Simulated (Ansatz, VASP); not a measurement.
**GaN: VASP beside Ansatz**

INCAR

```
ALGO     = Normal         # electronic algorithm
EDIFF    = 1E-6           # SCF threshold, eV
ENCUT    = 520            # plane-wave cutoff, eV
GGA      = PE             # functional
ISIF     = 2              # what is computed and relaxed
ISMEAR   = 0              # smearing method
LASPH    = True           # aspherical terms in the spheres
LCHARG   = False          # write CHGCAR
LREAL    = False          # projectors in reciprocal space
LWAVE    = False          # write WAVECAR
NBANDS   = 16             # bands
NELM     = 100            # most SCF steps
PREC     = Accurate       # precision mode
SIGMA    = 0.02           # smearing width, eV
```

KPOINTS

```
k-points
0
Gamma
  10 10 10
```

The input POSCAR:

```
GaN
1.0
    0.0000000000      2.1793548192      2.1793548192
    2.1793548192      0.0000000000      2.1793548192
    2.1793548192      2.1793548192      0.0000000000
Ga N
1 1
Direct
    0.0000000000      0.0000000000      0.0000000000
    0.7500000000      0.7500000000      0.7500000000
```

Input for Ansatz:

```yaml
crystal:
  lattice:
    - [0.0, 2.1793548192, 2.1793548192]
    - [2.1793548192, 0.0, 2.1793548192]
    - [2.1793548192, 2.1793548192, 0.0]
  atoms:
    - { symbol: Ga, position: [0.0, 0.0, 0.0] }
    - { symbol: "N", position: [0.75, 0.75, 0.75] }
basis:
  ecutwfc: 420
kpoints:
  mp_grid: { grid: [10, 10, 10] }
hamiltonian:
  xc: pbe
scf:
  occupations: { method: gaussian, width: 0.02 }
output:
  forces: true
  stress: true
  eigenvalues: true
```

Alike in both runs: task single point; functional PBE; k mesh 10 × 10 × 10; occupations gaussian, width 0.02 eV; no spin polarisation.

|  | VASP | Ansatz |
| --- | --- | --- |
| version | VASP 6.6.1 | Ansatz 0.2.0 |
| potentials or method | VASP PAW PBE potentials, release 64 (Ga_d, N), cutoff 520 eV | scalar-relativistic, plane waves, PAW |
| valence electrons in the cell | 18 | 18 |

|  | VASP | Ansatz | Ansatz less VASP |
| --- | --- | --- | --- |
| gap on the k mesh at the Fermi level (eV) | 2.37 | 2.36 | -0.015 |
| least direct gap on the mesh (eV) | 2.37 | 2.36 | -0.015 |
